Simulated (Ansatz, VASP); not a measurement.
Mg: VASP beside Ansatz

INCAR

```
SYSTEM = Mg
PREC = Accurate ; ENCUT = 600
EDIFF = 1E-6 ; ISMEAR = -1
SIGMA = 0.05 ; LREAL = .False.
LASPH = .True. ; NELM = 120
ALGO = Normal ; ISIF = 2
LWAVE = .False. ; LCHARG = .True.
GGA = LIBXC ; LIBXC1 = GGA_X_B88
LIBXC2 = GGA_C_PBE ; LELF = .True.
LVHAR = .True. ; NBANDS = 9
GGA_COMPAT = .False.
```

Contents of KPOINTS:

```
Automatic mesh
0
Gamma
  10 10 5
  0 0 0
```

File POSCAR:

```
Mg
1.0
    3.1437856987      0.0000000000      0.0000000000
   -1.5718928494      2.7225982792      0.0000000000
    0.0000000000      0.0000000000      5.1039375022
Mg
2
Direct
    0.6666666667      0.3333333333      0.7500000000
    0.3333333333      0.6666666667      0.2500000000
```

The input input.yaml:

```yaml
crystal:
  lattice:
    - [3.1437856987, 0.0, 0.0]
    - [-1.5718928494, 2.7225982792, 0.0]
    - [0.0, 0.0, 5.1039375022]
  atoms:
    - { symbol: Mg, position: [0.6666666667, 0.3333333333, 0.75] }
    - { symbol: Mg, position: [0.3333333333, 0.6666666667, 0.25] }
hamiltonian:
  xc: { exchange: b88, correlation: pbe }
  pseudopotentials: { kind: paw }
kpoints:
  mp_grid: { grid: [10, 10, 5] }
scf:
  occupations: { method: fermi_dirac, width: 0.05 }
output:
  forces: true
  stress: true
  eigenvalues: true
```

Alike in both runs: task single point; functional b88 exchange, pbe correlation; k mesh 10 × 10 × 5; occupations fermi-dirac, width 0.05 eV; no spin polarisation.

```csv
,VASP,Ansatz
version,VASP 6.6.1,Ansatz 0.2.0
potentials or method,"VASP PAW PBE potentials, release 64 (Mg)",Ansatz PAW
plane-wave cutoff (eV),600,420
valence electrons in the cell,4,20
```

|  | VASP | Ansatz | Ansatz less VASP |
| --- | --- | --- | --- |
| gap on the k mesh at the Fermi level (eV) | none | none | - |
| pressure (GPa) | 2.3 | 2.5 | +0.17 |
| traceless stress, the component that is largest in VASP (GPa) | 0.70 | 0.70 | +0.002 |

VASP's potentials were made for PBE, not for b88 exchange, pbe correlation. A gap of «none» marks a metal or a gap that the smearing closes. VASP's potentials hold 4 valence electrons a cell and Ansatz's 20, so a difference there can come from the potentials and not from the codes.
